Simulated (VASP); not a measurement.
A run of VASP 6.6.1 is set up as follows.

The input INCAR:

```
ALGO = Normal
EDIFF = 1E-6
ENCUT = 520
GGA = PS
ISIF = 2
ISMEAR = 0
LASPH = True
LCHARG = True
LELF = True
LREAL = False
LVHAR = True
LWAVE = False
NBANDS = 26
NELM = 60
PREC = Accurate
SIGMA = 0.05
```

The input KPOINTS:

```
k-points
0
Gamma
  6 6 10
```

The input POSCAR:

```
BN
1.0
    4.5302000000      0.0000000000      0.0000000000
    0.0000000000      4.5302000000      0.0000000000
    0.0000000000      0.0000000000      2.6142000000
B N
4 4
Direct
    0.1741337327      0.8258662673      0.5000000000
    0.3258662673      0.3258662673      0.0000000000
    0.6741337327      0.6741337327      0.0000000000
    0.8258662673      0.1741337327      0.5000000000
    0.8123909516      0.8123909516      0.5000000000
    0.3123909516      0.6876090484      0.0000000000
    0.6876090484      0.3123909516      0.0000000000
    0.1876090484      0.1876090484      0.5000000000
```

Potentials or basis: VASP PAW PBE potentials, release 64 (B, N).

Run with:

```bash
$ cat potpaw_PBE.64/B/POTCAR potpaw_PBE.64/N/POTCAR > POTCAR
$ mpirun -np 1 vasp_std > vasp.out
```

(1) Estimate the largest force.

(2) What does it give for the band gap on the k mesh?

(3) Estimate the pressure.

Answers

(1) 0.168 eV/Å.

(2) 4.65 eV (least direct gap 5.67 eV).

(3) -27.1 GPa.

Caveat: the cell stands under tension; the PAW data sets were made with another functional, which shifts forces and pressure a little.
